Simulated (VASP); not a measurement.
# InP (F-43m) in VASP: notebook

InP is run at these levels: r2SCAN; tasks: single point.

All numbers are computed with VASP 6.6.1; they aren't measurements. Logs are shortened: lines on timing, memory, paths and dates and some standing lists are left out, and cuts for length are marked.

**1. The cell of the first run**

The structure is cubic, space group F-43m (No. 216). The conventional cell has a = 5.655 Å, b = 5.655 Å, c = 5.655 Å, α = 90.00°, β = 90.00°, γ = 90.00°. Within 3.2 Å of In (site symmetry -43m) lie 4 P at 2.45 Å. P (site symmetry -43m) has 4 In at 2.45 Å within 3.2 Å.

**2. Single point, r2SCAN**

POSCAR

```
InP
1.0
    0.0000000000      2.8276389331      2.8276389331
    2.8276389331      0.0000000000      2.8276389331
    2.8276389331      2.8276389331      0.0000000000
In P
1 1
Direct
    0.0000000000      0.0000000000      0.0000000000
    0.2500000000      0.2500000000      0.2500000000
```

INCAR.step1

```
PREC = Accurate
ENCUT = 520
ISMEAR = 0
SIGMA = 0.02
LREAL = False
LASPH = True
NELM = 100
NBANDS = 16
GGA = PE
ALGO = Normal
EDIFF = 1E-4
LWAVE = True
LCHARG = False
```

INCAR.step2

```
PREC = Accurate
ENCUT = 520
EDIFF = 1E-7
ISMEAR = 0
SIGMA = 0.02
LREAL = False
LASPH = True
NELM = 100
ALGO = Normal
ISIF = 2
LWAVE = False
LCHARG = False
METAGGA = R2SCAN
LMIXTAU = True
NBANDS = 16
ISTART = 1
```

KPOINTS

```
regular mesh
0
Gamma
  8 8 8
```

Potentials or basis: VASP PAW PBE potentials, release 64 (In_d, P).

Command:

```console
cat potpaw_PBE.64/In_d/POTCAR potpaw_PBE.64/P/POTCAR > POTCAR
cp INCAR.step1 INCAR
mpirun -np 1 vasp_std > vasp.out
cp INCAR.step2 INCAR
mpirun -np 1 vasp_std > vasp.out
```

OUTCAR:

```text
PREC = Accurate
   ENCUT = 520
   EDIFF = 1E-7
   ISMEAR = 0
   LREAL = False
   LASPH = True
   NELM = 100
   ISIF = 2
   METAGGA = R2SCAN
   ISTART = 1

 ion  position               nearest neighbor table
   1  0.000  0.000  0.000-   2 2.45   2 2.45   2 2.45   2 2.45
   2  0.250  0.250  0.250-   1 2.45   1 2.45   1 2.45   1 2.45

  LATTYP: Found a face centered cubic cell.
 ALAT       =     5.6552778662

  Lattice vectors:

 A1 = (   0.0000000000,   2.8276389331,   2.8276389331)
 A2 = (   2.8276389331,   0.0000000000,   2.8276389331)
 A3 = (   2.8276389331,   2.8276389331,   0.0000000000)

Analysis of symmetry for initial positions (statically):
=====================================================================
 Subroutine PRICEL returns:
 Original cell was already a primitive cell.

 Routine SETGRP: Setting up the symmetry group for a
 face centered cubic supercell.

 Subroutine GETGRP returns: Found 24 space group operations
 (whereof 24 operations were pure point group operations)
 out of a pool of 48 trial point group operations.

The static configuration has the point symmetry T_d .

Analysis of symmetry for dynamics (positions and initial velocities):
=====================================================================
 Subroutine PRICEL returns:
 Original cell was already a primitive cell.

 Routine SETGRP: Setting up the symmetry group for a
 face centered cubic supercell.

 Subroutine GETGRP returns: Found 24 space group operations
 (whereof 24 operations were pure point group operations)
 out of a pool of 48 trial point group operations.

The dynamic configuration has the point symmetry T_d .

 Subroutine INISYM returns: Found 24 space group operations
 (whereof 24 operations are pure point group operations),
 and found     1 'primitive' translations

----------------------------------------------------------------------------------------

                                     Primitive cell

  volume of cell :      45.2170

  direct lattice vectors                    reciprocal lattice vectors
     0.000000000  2.827638933  2.827638933    -0.176825971  0.176825971  0.176825971
     2.827638933  0.000000000  2.827638933     0.176825971 -0.176825971  0.176825971
     2.827638933  2.827638933  0.000000000     0.176825971  0.176825971 -0.176825971

  length of vectors
     3.998885329  3.998885329  3.998885329     0.306271566  0.306271566  0.306271566

  position of ions in fractional coordinates (direct lattice)
     0.000000000  0.000000000  0.000000000
     0.250000000  0.250000000  0.250000000

  ion indices of the primitive-cell ions
   primitive index   ion index
                 1           1
                 2           2

----------------------------------------------------------------------------------------

 KPOINTS: regular mesh

Automatic generation of k-mesh.
 Grid dimensions read from file:
 generate k-points for:    8    8    8

 Generating k-lattice:

  Cartesian coordinates                     Fractional coordinates (reciprocal lattice)
    -0.022103246  0.022103246  0.022103246     0.125000000  0.000000000  0.000000000
     0.022103246 -0.022103246  0.022103246     0.000000000  0.125000000  0.000000000
     0.022103246  0.022103246 -0.022103246     0.000000000  0.000000000  0.125000000

  Length of vectors
     0.038283946  0.038283946  0.038283946

  Shift w.r.t. Gamma in fractional coordinates (k-lattice)
     0.000000000  0.000000000  0.000000000

 Subroutine IBZKPT returns following result:
 ===========================================

 Found     29 irreducible k-points:

 Following reciprocal coordinates:
            Coordinates               Weight
  0.000000  0.000000  0.000000      1.000000
  0.125000  0.000000  0.000000      8.000000
  0.250000  0.000000  0.000000      8.000000
  0.375000  0.000000  0.000000      8.000000
  0.500000  0.000000  0.000000      4.000000
  0.125000  0.125000  0.000000      6.000000
[... 16 lines left out ...]
  0.500000  0.250000  0.125000     48.000000
 -0.375000  0.250000  0.125000     24.000000
 [... further k-points ...]
   k-points           NKPTS =     29   k-points in BZ     NKDIM =     29   number of bands    NBANDS=     16
   number of dos      NEDOS =    301   number of ions     NIONS =      2
   total plane-waves  NPLWV =  27000
   dimension x,y,z NGX =    30 NGY =   30 NGZ =   30
   dimension x,y,z NGXF=    60 NGYF=   60 NGZF=   60
   ions per type =               1   1
   NGX,Y,Z   is equivalent  to a cutoff of  12.47, 12.47, 12.47 a.u.
   NGXF,Y,Z  is equivalent  to a cutoff of  24.94, 24.94, 24.94 a.u.
 SYSTEM =  unknown system
   PREC   = accura    normal or accurate (medium, high low for compatibility)
   ISTART =      1    job   : 0-new  1-cont  2-samecut
   ICHARG =      0    charge: 1-file 2-atom 10-const
   ISPIN  =      1    spin polarized calculation?
   LNONCOLLINEAR =      F non collinear calculations
   LSORBIT =      F    spin-orbit coupling
[... 114 lines left out ...]
      6      -4.3336      2.00000
[... 8 lines left out ...]
     15      17.7542      0.00000
     16      17.7542      0.00000

 k-point     6 :       0.1250    0.1250    0.0000
  band No.  band energies     occupation
      1      -8.7068      2.00000
      2      -8.6258      2.00000
      3      -8.6258      2.00000
      4      -8.4112      2.00000
      5      -8.3934      2.00000
      6      -6.2482      2.00000
[... 8 lines left out ...]
     15      16.4926      0.00000
     16      17.3209      0.00000

 k-point     7 :       0.2500    0.1250    0.0000
  band No.  band energies     occupation
      1      -8.7672      2.00000
      2      -8.6047      2.00000
      3      -8.5996      2.00000
      4      -8.4184      2.00000
      5      -8.3856      2.00000
      6      -5.7583      2.00000
[... 8 lines left out ...]
     15      16.3642      0.00000
     16      17.6659      0.00000

 k-point     8 :       0.3750    0.1250    0.0000
  band No.  band energies     occupation
      1      -8.8259      2.00000
      2      -8.5878      2.00000
      3      -8.5778      2.00000
      4      -8.4134      2.00000
      5      -8.3781      2.00000
      6      -4.9682      2.00000
[... 8 lines left out ...]
     15      17.1016      0.00000
     16      17.2300      0.00000

 k-point     9 :       0.5000    0.1250    0.0000
  band No.  band energies     occupation
      1      -8.8571      2.00000
      2      -8.5803      2.00000
      3      -8.5703      2.00000
      4      -8.3983      2.00000
      5      -8.3785      2.00000
      6      -4.2595      2.00000
[... 8 lines left out ...]
     15      17.7828      0.00000
     16      18.1022      0.00000
[... 172 lines left out ...]
 k-point    19 :       0.5000    0.3750    0.0000
  band No.  band energies     occupation
      1      -8.9224      2.00000
      2      -8.5088      2.00000
      3      -8.4979      2.00000
      4      -8.4690      2.00000
      5      -8.3545      2.00000
      6      -3.7124      2.00000
[... 8 lines left out ...]
     15      17.9893      0.00000
     16      19.5211      0.00000

 k-point    20 :      -0.3750    0.3750    0.0000
  band No.  band energies     occupation
      1      -8.9043      2.00000
      2      -8.5331      2.00000
      3      -8.5082      2.00000
      4      -8.4460      2.00000
      5      -8.3700      2.00000
      6      -3.5221      2.00000
[... 8 lines left out ...]
     15      16.9455      0.00000
     16      20.5975      0.00000

 k-point    21 :       0.5000    0.5000    0.0000
  band No.  band energies     occupation
      1      -8.9411      2.00000
      2      -8.4862      2.00000
      3      -8.4854      2.00000
      4      -8.4853      2.00000
      5      -8.3466      2.00000
      6      -3.5299      2.00000
[... 8 lines left out ...]
     15      17.6314      0.00000
     16      19.0856      0.00000

 k-point    22 :       0.3750    0.2500    0.1250
  band No.  band energies     occupation
      1      -8.8191      2.00000
      2      -8.5820      2.00000
      3      -8.5722      2.00000
      4      -8.4268      2.00000
      5      -8.3782      2.00000
      6      -5.1824      2.00000
[... 8 lines left out ...]
     15      17.3419      0.00000
     16      19.1026      0.00000

 k-point    23 :       0.5000    0.2500    0.1250
  band No.  band energies     occupation
      1      -8.8573      2.00000
      2      -8.5720      2.00000
      3      -8.5495      2.00000
      4      -8.4211      2.00000
      5      -8.3780      2.00000
      6      -4.3997      2.00000
[... 8 lines left out ...]
     15      18.1996      0.00000
     16      18.6956      0.00000

 k-point    24 :      -0.3750    0.2500    0.1250
  band No.  band energies     occupation
      1      -8.8712      2.00000
      2      -8.5703      2.00000
      3      -8.5415      2.00000
      4      -8.4119      2.00000
      5      -8.3820      2.00000
      6      -3.9399      2.00000
[... 8 lines left out ...]
     15      17.8393      0.00000
     16      18.7271      0.00000

 [... further k-points ...]

------------------------ aborting loop because EDIFF is reached ----------------------------------------

  FORCE on cell =-STRESS in cart. coord.  units (eV):
  Direction    XX          YY          ZZ          XY          YZ          ZX
  --------------------------------------------------------------------------------------
  -------------------------------------------------------------------------------------
  Total        3.3284167      3.3284167      3.3284167      0.0000000      0.0000000     -0.0000000
  in kB      117.9360086    117.9360086    117.9360086      0.0000000      0.0000000     -0.0000000
  external PRESSURE =     117.9360086 kB  Pullay stress =       0.0000000 kB

 VOLUME and BASIS-vectors are now :
 -----------------------------------------------------------------------------
  energy-cutoff  :      520.00
  volume of cell :       45.22
      direct lattice vectors                 reciprocal lattice vectors
     0.000000000  2.827638933  2.827638933    -0.176825971  0.176825971  0.176825971
     2.827638933  0.000000000  2.827638933     0.176825971 -0.176825971  0.176825971
     2.827638933  2.827638933  0.000000000     0.176825971  0.176825971 -0.176825971

 POSITION                                       TOTAL-FORCE (eV/Angst)
 -----------------------------------------------------------------------------------
      0.00000      0.00000      0.00000         0.000000      0.000000      0.000000
      1.41382      1.41382      1.41382        -0.000000     -0.000000     -0.000000
 -----------------------------------------------------------------------------------
    total drift:                               -0.000004     -0.000004     -0.000004

  FREE ENERGIE OF THE ION-ELECTRON SYSTEM (eV)
  ---------------------------------------------------
  free  energy   TOTEN  =       -32.0912489482 eV

  energy  without entropy=      -32.0912489482  energy(sigma->0) =      -32.09124895
```

It took 45 s on 1 thread of Intel Xeon 6975P-C (Granite Rapids), shared host; peak memory 0.18 GiB.

Results:

```yaml
Free_energy: -32.0912 eV
Pressure: 11.8 GPa
Band_gap_on_the_k_mesh: 1.79 eV
```

Caveat: the cell stands under pressure; the PAW data sets were made with another functional, which shifts forces and pressure a little; spin-orbit coupling is left out, which moves the levels of the heavy elements. A k mesh can miss the band edges.

**3. Single point, r2SCAN**

This run uses another cell than the first one, of 24.47 Å³/atom.

POSCAR

```
InP
1.0
    0.0000000000      2.9030487967      2.9030487967
    2.9030487967      0.0000000000      2.9030487967
    2.9030487967      2.9030487967      0.0000000000
In P
1 1
Direct
    0.0000000000      0.0000000000      0.0000000000
    0.2500000000      0.2500000000      0.2500000000
```

INCAR.step1

```
  ALGO = Normal
  EDIFF = 1E-4
  ENCUT = 520
  GGA = PE
  ISMEAR = 0
  LASPH = T
  LCHARG = F
  LREAL = F
  LWAVE = T
  NBANDS = 16
  NELM = 100
  PREC = Accurate
  SIGMA = 0.02
```

INCAR.step2

```
  ALGO = Normal
  EDIFF = 1E-7
  ENCUT = 520
  ISIF = 2
  ISMEAR = 0
  ISTART = 1
  LASPH = T
  LCHARG = T
  LELF = T
  LMIXTAU = T
  LREAL = F
  LVHAR = T
  LWAVE = F
  METAGGA = R2SCAN
  NBANDS = 16
  NELM = 100
  PREC = Accurate
  SIGMA = 0.02
```

KPOINTS

```
k-points
0
Gamma
  8 8 8
```

Potentials or basis: VASP PAW PBE potentials, release 64 (In_d, P).

Command:

```console
cat potpaw_PBE.64/In_d/POTCAR potpaw_PBE.64/P/POTCAR > POTCAR
cp INCAR.step1 INCAR
mpirun -np 1 vasp_std > vasp.out
cp INCAR.step2 INCAR
mpirun -np 1 vasp_std > vasp.out
```

Wall time 34 s (1 thread of Intel Xeon 6975P-C (Granite Rapids), shared host); peak memory 0.19 GiB.

Results (log left out):

```yaml
Free_energy: -32.2677 eV
Pressure: 3.8 GPa
Band_gap_on_the_k_mesh: 1.33 eV
```

Levels at points of the mesh, in eV from the valence-band top:
| k point | band 6 | band 7 | band 8 | band 9 | band 10 | band 11 | band 12 | band 13 |
| --- | --- | --- | --- | --- | --- | --- | --- | --- |
| (0.00, 0.00, 0.00) | -12.20 | 0.00 | 0.00 | 0.00 | 1.33 | 4.44 | 4.44 | 4.44 |
| (0.50, 0.00, 0.00) | -10.30 | -6.04 | -1.05 | -1.05 | 1.94 | 5.16 | 5.16 | 7.61 |
| (0.50, 0.50, 0.00) | -9.59 | -6.01 | -2.51 | -2.51 | 1.96 | 2.55 | 10.09 | 10.51 |

Caveat: the cell stands under pressure; the PAW data sets were made with another functional, which shifts forces and pressure a little; spin-orbit coupling is left out, which moves the levels of the heavy elements.

**4. Single point, r2SCAN**

This run uses another cell than the first one, of 25.40 Å³/atom.

POSCAR

```
InP
1.0
    0.0000000000      2.9395121605      2.9395121605
    2.9395121605      0.0000000000      2.9395121605
    2.9395121605      2.9395121605      0.0000000000
In P
1 1
Direct
    0.0000000000      0.0000000000      0.0000000000
    0.2500000000      0.2500000000      0.2500000000
```

INCAR.step1

```
PREC = Accurate
ENCUT = 520
ISMEAR = 0
SIGMA = 0.02
LREAL = F
LASPH = T
NELM = 80
NBANDS = 16
GGA = PE
ALGO = Normal
EDIFF = 1E-4
LWAVE = T
LCHARG = F
```

INCAR.step2

```
PREC = Accurate
ENCUT = 520
EDIFF = 1E-7
ISMEAR = 0
SIGMA = 0.02
LREAL = F
LASPH = T
NELM = 80
ALGO = Normal
ISIF = 2
LWAVE = F
LCHARG = F
METAGGA = R2SCAN
LMIXTAU = T
NBANDS = 16
ISTART = 1
```

KPOINTS

```
regular mesh
0
Gamma
  8 8 8
```

Command:

```console
cat potpaw_PBE.64/In_d/POTCAR potpaw_PBE.64/P/POTCAR > POTCAR
cp INCAR.step1 INCAR
mpirun -np 1 vasp_std > vasp.out
cp INCAR.step2 INCAR
mpirun -np 1 vasp_std > vasp.out
```

It took 36 s on 1 thread of Intel Xeon 6975P-C (Granite Rapids), shared host; peak memory 0.19 GiB.

Results (log left out):

- Free energy: -32.2954 eV
- Pressure: 0.9 GPa
- Band gap on the k mesh: 1.12 eV

Levels at points of the mesh, in eV from the valence-band top:
| k point | band 6 | band 7 | band 8 | band 9 | band 10 | band 11 | band 12 | band 13 |
| --- | --- | --- | --- | --- | --- | --- | --- | --- |
| (0.00, 0.00, 0.00) | -11.94 | 0.00 | 0.00 | 0.00 | 1.12 | 4.44 | 4.44 | 4.44 |
| (0.50, 0.00, 0.00) | -10.16 | -5.83 | -0.99 | -0.99 | 1.84 | 5.16 | 5.16 | 7.53 |
| (0.50, 0.50, 0.00) | -9.49 | -5.84 | -2.38 | -2.38 | 2.02 | 2.55 | 9.82 | 10.25 |

Caveat: the PAW data sets were made with another functional, which shifts forces and pressure a little; spin-orbit coupling is left out, which moves the levels of the heavy elements.

**5. Single point, r2SCAN**

This run uses another cell than the first one, of 25.77 Å³/atom.

POSCAR

```
InP
1.0
    0.0000000000      2.9537475176      2.9537475176
    2.9537475176      0.0000000000      2.9537475176
    2.9537475176      2.9537475176      0.0000000000
In P
1 1
Direct
    0.0000000000      0.0000000000      0.0000000000
    0.2500000000      0.2500000000      0.2500000000
```

INCAR.step1

```
ALGO = Normal
EDIFF = 1E-4
ENCUT = 520
GGA = PE
ISMEAR = 0
LASPH = True
LCHARG = False
LREAL = False
LWAVE = True
NBANDS = 16
NELM = 60
PREC = Accurate
SIGMA = 0.02
```

INCAR.step2

```
ALGO = Normal
EDIFF = 1E-6
ENCUT = 520
ISIF = 2
ISMEAR = 0
ISTART = 1
LASPH = True
LCHARG = True
LELF = True
LMIXTAU = True
LREAL = False
LVHAR = True
LWAVE = False
METAGGA = R2SCAN
NBANDS = 16
NELM = 60
PREC = Accurate
SIGMA = 0.02
```

KPOINTS

```
k-points
0
Gamma
  8 8 8
```

Command:

```console
cat potpaw_PBE.64/In_d/POTCAR potpaw_PBE.64/P/POTCAR > POTCAR
cp INCAR.step1 INCAR
mpirun -np 1 vasp_std > vasp.out
cp INCAR.step2 INCAR
mpirun -np 1 vasp_std > vasp.out
```

Run time: 29 s. Hardware: 1 thread of Intel Xeon 6975P-C (Granite Rapids), shared host; peak memory 0.19 GiB.

Results (log left out):

```
Free energy            : -32.2973 eV
Pressure               : -0.1 GPa
Band gap on the k mesh : 1.03 eV
```

Levels at points of the mesh, in eV from the valence-band top:
```tsv
k point	band 7	band 8	band 9	band 10	band 11	band 12
(0.00, 0.00, 0.00)	0.00	0.00	0.00	1.03	4.44	4.44
(0.50, 0.00, 0.00)	-5.75	-0.97	-0.97	1.80	5.16	5.16
(0.50, 0.50, 0.00)	-5.77	-2.33	-2.33	2.04	2.55	9.73
```

Caveat: the PAW data sets were made with another functional, which shifts forces and pressure a little; spin-orbit coupling is left out, which moves the levels of the heavy elements.

**6. Single point, r2SCAN**

This run uses another cell than the first one, of 25.77 Å³/atom.

POSCAR is that of step 5.

INCAR.step1

```
SYSTEM = InP
PREC = Accurate
ENCUT = 520
ISMEAR = 0
SIGMA = 0.02
LREAL = .False.
LASPH = .True.
NELM = 80
NBANDS = 16
GGA = PE
ALGO = Normal
EDIFF = 1E-4
LWAVE = .True.
LCHARG = .False.
```

INCAR.step2

```
SYSTEM = InP
PREC = Accurate
ENCUT = 520
EDIFF = 1E-6
ISMEAR = 0
SIGMA = 0.02
LREAL = .False.
LASPH = .True.
NELM = 80
ALGO = Normal
ISIF = 2
LWAVE = .False.
LCHARG = .False.
METAGGA = R2SCAN
LMIXTAU = .True.
NBANDS = 16
ISTART = 1
```

KPOINTS

```
regular mesh
0
Gamma
  8 8 8
  0 0 0
```

Potentials or basis: VASP PAW PBE potentials, release 64 (In_d, P).

Command:

```console
cat potpaw_PBE.64/In_d/POTCAR potpaw_PBE.64/P/POTCAR > POTCAR
cp INCAR.step1 INCAR
mpirun -np 1 vasp_std > vasp.out
cp INCAR.step2 INCAR
mpirun -np 1 vasp_std > vasp.out
```

It took 29 s on 1 thread of Intel Xeon 6975P-C (Granite Rapids), shared host; peak memory 0.19 GiB.

Results (log left out):

| Property | Result |
| --- | --- |
| Free energy | -32.2973 eV |
| Pressure | -0.1 GPa |
| Band gap on the k mesh | 1.03 eV |

Levels at points of the mesh, in eV from the valence-band top:
```
           k point  band 6  band 7  band 8  band 9  band 10  band 11  band 12  band 13
(0.00, 0.00, 0.00)  -11.84    0.00    0.00    0.00     1.03     4.44     4.44     4.44
(0.50, 0.00, 0.00)  -10.11   -5.75   -0.97   -0.97     1.80     5.16     5.16     7.50
(0.50, 0.50, 0.00)   -9.46   -5.77   -2.33   -2.33     2.04     2.55     9.73    10.15
```

Caveat: the PAW data sets were made with another functional, which shifts forces and pressure a little; spin-orbit coupling is left out, which moves the levels of the heavy elements.

**7. Summary**

| cell | gap on the mesh (eV) | pressure (GPa) |
| --- | --- | --- |
| a = 3.999 Å, angles 60.0°, 2 atoms | 1.79 | 11.8 |
| a = 4.106 Å, angles 60.0°, 2 atoms | 1.33 | 3.8 |
| a = 4.157 Å, angles 60.0°, 2 atoms | 1.12 | 0.9 |
| a = 4.177 Å, angles 60.0°, 2 atoms | 1.03 | -0.1 |

Alike in all rows: task single point; level r2SCAN; potentials or basis VASP PAW PBE potentials, release 64 (In_d, P); no spin polarisation; k mesh 8 × 8 × 8; cutoff (eV) 520; smearing gaussian 0.02 eV.

Caveats: the PAW data sets were made with another functional, which shifts forces and pressure a little; spin-orbit coupling is left out, which moves the levels of the heavy elements; the cell stands under pressure (at least some runs).

Total energies depend on the potentials used, so only differences within one code and one set of settings carry meaning.
